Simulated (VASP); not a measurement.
Input of a VASP 6.6.1 run:

INCAR

```
PREC     = Accurate       # precision mode
ENCUT    = 520            # plane-wave cutoff, eV
EDIFF    = 1E-6           # SCF threshold, eV
ISMEAR   = -1             # smearing method
SIGMA    = 0.2            # smearing width, eV
LREAL    = F              # projectors in reciprocal space
LASPH    = T              # aspherical terms in the spheres
NELM     = 80             # most SCF steps
ALGO     = Normal         # electronic algorithm
ISIF     = 2              # what is computed and relaxed
LWAVE    = F              # write WAVECAR
LCHARG   = F              # write CHGCAR
GGA      = RE             # functional
NBANDS   = 35             # bands
```

KPOINTS

```
Automatic mesh
0
Gamma
  8 8 2
```

POSCAR

```
Te2Mo
1.0
    3.6040434019      0.0000000000      0.0000000000
   -1.8020217009      3.1211925527      0.0000000000
    0.0000000000      0.0000000000     14.3145531467
Te Mo
4 2
Direct
    0.3333333333      0.6666666667      0.6210000000
    0.6666666667      0.3333333333      0.1210000000
    0.3333333333      0.6666666667      0.8790000000
    0.6666666667      0.3333333333      0.3790000000
    0.3333333333      0.6666666667      0.2500000000
    0.6666666667      0.3333333333      0.7500000000
```

Potentials or basis: VASP PAW PBE potentials, release 64 (Te, Mo_sv).

The run is started by

```console
$ cat potpaw_PBE.64/Te/POTCAR potpaw_PBE.64/Mo_sv/POTCAR > POTCAR
$ mpirun -np 1 vasp_std > vasp.out
```

Q: Estimate the largest force.

A: 0.643 eV/Å.

Q: Predict the band gap on the k mesh.

A: 0.83 eV, indirect (least direct gap 1.10 eV).

Q: What does it give for the pressure?

A: -2.2 GPa.

Stress tensor (GPa, compression positive):
```
-1.96  0.00  0.00
 0.00 -1.96  0.00
 0.00  0.00 -2.77
```

Caveat: the PAW data sets were made with another functional, which shifts forces and pressure a little; spin-orbit coupling is left out, which moves the levels of the heavy elements; this functional lacks dispersion, which binds the layers, so the pressure and a relaxed spacing across them are unreliable.

**What was measured.**

“Broadband infrared study of pressure-tunable Fano resonance and metallization transition in 2H-MoTe2”, 2022, pmc:9569381 quotes, for a bulk crystal of Te2Mo at 300 K: band gap 0.88 ± 0.05 eV (indirect).

A measured gap of Te2Mo is 0.88 eV (indirect; 300 K; quoted in “Broadband infrared study of pressure-tunable Fano resonance and metallization transition in 2H-MoTe2”, 2022, pmc:9569381); the calculated 0.83 eV misses it by -0.05 eV. Spin-orbit coupling on Mo, Te is left out. The value is that of revPBE on a finite k mesh, which can miss the band edges, without temperature or zero-point motion. Semilocal functionals fall short of measured gaps as a rule.
